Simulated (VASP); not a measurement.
# Al16CN16 (a cell with a defect) (C_i (largest void)) in VASP: a series of runs, part 2 of 2

VASP 6.6.1. The steps go on from the part before.

**3. Single point, PBE**

The input, INCAR:

```
  PREC = Accurate
  ENCUT = 520
  EDIFF = 1E-7
  ISMEAR = 0
  SIGMA = 0.01
  LREAL = Auto
  LASPH = True
  NELM = 80
  ALGO = Normal
  ISIF = 2
  LWAVE = False
  LCHARG = False
  GGA = PE
  NBANDS = 88
```

The input, KPOINTS:

```
Automatic mesh
0
Gamma
  1 1 1
  0.25 0.25 0.25
```

The input, POSCAR:

```
Al16CN16
1.0
    6.2595139128      0.0000000578      0.0000000000
   -3.1297570064      5.4208980350      0.0000000000
    0.0000000000      0.0000000000     10.0348065929
Al N C
16 16 1
Direct
    0.3333333333      0.1666666667      0.2496176900
    0.1666666667      0.3333333333      0.4996176900
    0.3333333333      0.1666666667      0.7496176900
    0.1666666667      0.3333333333      0.9996176900
    0.3333333333      0.6666666667      0.2496176900
    0.1666666667      0.8333333333      0.4996176900
    0.3333333333      0.6666666667      0.7496176900
    0.1666666667      0.8333333333      0.9996176900
    0.8333333333      0.1666666667      0.2496176900
    0.6666666667      0.3333333333      0.4996176900
    0.8333333333      0.1666666667      0.7496176900
    0.6666666667      0.3333333333      0.9996176900
    0.8333333333      0.6666666667      0.2496176900
    0.6666666667      0.8333333333      0.4996176900
    0.8333333333      0.6666666667      0.7496176900
    0.6666666667      0.8333333333      0.9996176900
    0.3333333333      0.1666666667      0.4403823100
    0.1666666667      0.3333333333      0.1903823100
    0.3333333333      0.1666666667      0.9403823100
    0.1666666667      0.3333333333      0.6903823100
    0.3333333333      0.6666666667      0.4403823100
    0.1666666667      0.8333333333      0.1903823100
    0.3333333333      0.6666666667      0.9403823100
    0.1666666667      0.8333333333      0.6903823100
    0.8333333333      0.1666666667      0.4403823100
    0.6666666667      0.3333333333      0.1903823100
    0.8333333333      0.1666666667      0.9403823100
    0.6666666667      0.3333333333      0.6903823100
    0.8333333333      0.6666666667      0.4403823100
    0.6666666667      0.8333333333      0.1903823100
    0.8333333333      0.6666666667      0.9403823100
    0.6666666667      0.8333333333      0.6903823100
    0.0000000000      0.0000000000      0.3450000000
```

Potentials or basis: VASP PAW PBE potentials, release 64 (Al, N, C).

Command:

```sh
cat potpaw_PBE.64/Al/POTCAR potpaw_PBE.64/N/POTCAR potpaw_PBE.64/C/POTCAR > POTCAR
mpirun -np 1 vasp_std > vasp.out
```

OUTCAR:

```text
PREC = Accurate
   ENCUT = 520
   EDIFF = 1E-7
   ISMEAR = 0
   LREAL = Auto
   LASPH = True
   NELM = 80
   ISIF = 2
   GGA = PE

 ion  position               nearest neighbor table
   1  0.333  0.167  0.250-  18 1.90  26 1.90  22 1.90  17 1.91  33 2.04   4 3.09   2 3.09  12 3.09
                            10 3.09   8 3.09   6 3.09   9 3.13   9 3.13   5 3.13   5 3.13  13 3.13
   2  0.167  0.333  0.500-  17 1.90  25 1.90  21 1.90  20 1.91  33 2.38   3 3.09   1 3.09  11 3.09
                             9 3.09   7 3.09   5 3.09  10 3.13  10 3.13   6 3.13   6 3.13  14 3.13
   3  0.333  0.167  0.750-  20 1.90  28 1.90  24 1.90  19 1.91   2 3.09   4 3.09  10 3.09  12 3.09
                             6 3.09   8 3.09  11 3.13  11 3.13   7 3.13   7 3.13  15 3.13  15 3.13
   4  0.167  0.333  1.000-  19 1.90  27 1.90  23 1.90  18 1.91   1 3.09   3 3.09   9 3.09  11 3.09
                             5 3.09   7 3.09  12 3.13  12 3.13   8 3.13   8 3.13  16 3.13  16 3.13
   5  0.333  0.667  0.250-  22 1.90  30 1.90  18 1.90  21 1.91   6 3.09   8 3.09  14 3.09  16 3.09
                             2 3.09   4 3.09  13 3.13  13 3.13   1 3.13   1 3.13   9 3.13   9 3.13
   6  0.167  0.833  0.500-  21 1.90  29 1.90  17 1.90  24 1.91  33 2.38   7 3.09   5 3.09  15 3.09
                            13 3.09   3 3.09   1 3.09  14 3.13  14 3.13   2 3.13   2 3.13  10 3.13
   7  0.333  0.667  0.750-  24 1.90  32 1.90  20 1.90  23 1.91   6 3.09   8 3.09  14 3.09  16 3.09
                             2 3.09   4 3.09  15 3.13  15 3.13   3 3.13   3 3.13  11 3.13  11 3.13
   8  0.167  0.833  1.000-  23 1.90  31 1.90  19 1.90  22 1.91   5 3.09   7 3.09  13 3.09  15 3.09
                             1 3.09   3 3.09  16 3.13  16 3.13   4 3.13   4 3.13  12 3.13  12 3.13
   9  0.833  0.167  0.250-  26 1.90  18 1.90  30 1.90  25 1.91  33 2.04  12 3.09  10 3.09   4 3.09
[... 16 lines left out ...]
  18  0.167  0.333  0.190-   1 1.90   9 1.90   5 1.90   4 1.91
  19  0.333  0.167  0.940-   4 1.90  12 1.90   8 1.90   3 1.91
  20  0.167  0.333  0.690-   3 1.90  11 1.90   7 1.90   2 1.91
  21  0.333  0.667  0.440-   6 1.90  14 1.90   2 1.90   5 1.91
  22  0.167  0.833  0.190-   5 1.90  13 1.90   1 1.90   8 1.91
[... 8 lines left out ...]
  31  0.833  0.667  0.940-  16 1.90   8 1.90  12 1.90  15 1.91
  32  0.667  0.833  0.690-  15 1.90   7 1.90  11 1.90  14 1.91
  33  0.000  0.000  0.345-   1 2.04  13 2.04   9 2.04  14 2.38   2 2.38   6 2.38

  LATTYP: Found a hexagonal cell.
 ALAT       =     6.2595139128
 C/A-ratio  =     1.6031287306

  Lattice vectors:

[... 201 lines left out ...]
  energy-cutoff  :      520.00
  volume of cell :      340.50
 maximum number of plane-waves:      9148
 NGX is ok and might be reduce to    48
   NGX = 23   NGY = 23   NGZ = 37

 number of electron     131.9999982 magnetization

 Free energy of the ion-electron system (eV)
  ---------------------------------------------------
  ext. energy  EPLUGINS =         0.00000000
  ---------------------------------------------------
  free energy    TOTEN  =      -239.27500688 eV

  energy without entropy =     -239.27500688  energy(sigma->0) =     -239.27500688

 E-fermi :   9.3657     XC(G=0): -10.9788

 val. band max:        9.3137371440   @ k =   0.2500   0.2500   0.2500
 cond. band min:       9.5471676815   @ k =   0.2500   0.2500   0.2500
 fundamental gap:      0.2334305375
 Fermi energy:         9.3656814038

 k-point     1 :       0.2500    0.2500    0.2500
  band No.  band energies     occupation
      1      -9.0250      2.00000
      2      -8.2486      2.00000
      3      -8.0316      2.00000
      4      -7.9122      2.00000
      5      -7.4744      2.00000
      6      -7.4339      2.00000
[... 70 lines left out ...]
     77      12.9045      0.00000
     78      13.0245      0.00000
 [bands above 78 left out]

------------------------ aborting loop because EDIFF is reached ----------------------------------------

  FORCE on cell =-STRESS in cart. coord.  units (eV):
  Direction    XX          YY          ZZ          XY          YZ          ZX
  --------------------------------------------------------------------------------------
  -------------------------------------------------------------------------------------
  Total        8.4437062      8.4437062     17.3206797      0.0000000      0.0000000     -0.0000000
  in kB       39.7303910     39.7303910     81.4994459      0.0000000      0.0000000     -0.0000000
  external PRESSURE =      53.6534093 kB  Pullay stress =       0.0000000 kB

 VOLUME and BASIS-vectors are now :
 -----------------------------------------------------------------------------
  energy-cutoff  :      520.00
  volume of cell :      340.50
      direct lattice vectors                 reciprocal lattice vectors
     6.259513913  0.000000058  0.000000000     0.159756813  0.092235641  0.000000000
    -3.129757006  5.420898035  0.000000000    -0.000000002  0.184471279  0.000000000
     0.000000000  0.000000000 10.034806593     0.000000000  0.000000000  0.099653141

 POSITION                                       TOTAL-FORCE (eV/Angst)
 -----------------------------------------------------------------------------------
      1.56488      0.90348      2.50487        -0.299920     -0.173159     -0.530260
     -0.00000      1.80697      5.01357        -0.000000      0.580322      0.380048
      1.56488      0.90348      7.52227         0.086887      0.050164      0.292337
     -0.00000      1.80697     10.03097        -0.000000      0.055508      0.314372
     -0.00000      3.61393      2.50487        -0.000000     -0.000000     -0.471830
     -1.56488      4.51742      5.01357         0.502574     -0.290161      0.380048
[... 25 lines left out ...]
      1.56488      4.51742      6.92785         0.074577      0.043057     -0.322873
      0.00000      0.00000      3.46201        -0.000000     -0.000000      0.231929
 -----------------------------------------------------------------------------------
    total drift:                               -0.000000     -0.000000      0.083453

  FREE ENERGIE OF THE ION-ELECTRON SYSTEM (eV)
  ---------------------------------------------------
  free  energy   TOTEN  =      -239.2750068788 eV

  energy  without entropy=     -239.2750068788  energy(sigma->0) =     -239.27500688
```

Run time: 2.2 min. Hardware: 1 thread of AMD EPYC 7R43 (Zen 3), shared host; peak memory 0.38 GiB.

What came out:

| Item | Value |
| --- | --- |
| Free energy | -239.2750 eV |
| Pressure | 5.4 GPa |
| Largest force | 1.970 eV/Å |
| Band gap on the k mesh | 0.23 eV |

Forces in eV/Å, atoms in the order of the input:
```
Al  -0.300 -0.173 -0.530
Al   0.000  0.580  0.380
Al   0.087  0.050  0.292
Al   0.000  0.056  0.314
Al   0.000  0.000 -0.472
Al   0.503 -0.290  0.380
Al   0.000  0.000  0.265
Al   0.048 -0.028  0.314
Al   0.300 -0.173 -0.530
Al   0.000  0.000  1.197
Al  -0.087  0.050  0.292
Al   0.000  0.000  0.081
Al   0.000  0.346 -0.530
Al  -0.503 -0.290  0.380
Al   0.000 -0.100  0.292
Al  -0.048 -0.028  0.314
N    1.288  0.743  0.985
N    0.000  1.466 -1.315
N   -0.010 -0.006 -0.205
N    0.000 -0.086 -0.323
N    0.000  0.000 -0.008
N    1.270 -0.733 -1.315
N    0.000  0.000 -0.399
N   -0.075  0.043 -0.323
N   -1.288  0.743  0.985
N    0.000  0.000  0.151
N    0.010 -0.006 -0.205
N    0.000  0.000  0.158
N    0.000 -1.487  0.985
N   -1.270 -0.733 -1.315
N    0.000  0.012 -0.205
N    0.075  0.043 -0.323
C    0.000  0.000  0.232
```

Stress tensor (GPa, compression positive):
```
3.97 0.00 0.00
0.00 3.97 0.00
0.00 0.00 8.15
```

Caveat: the k points lie up to 1.16 Å⁻¹ apart.
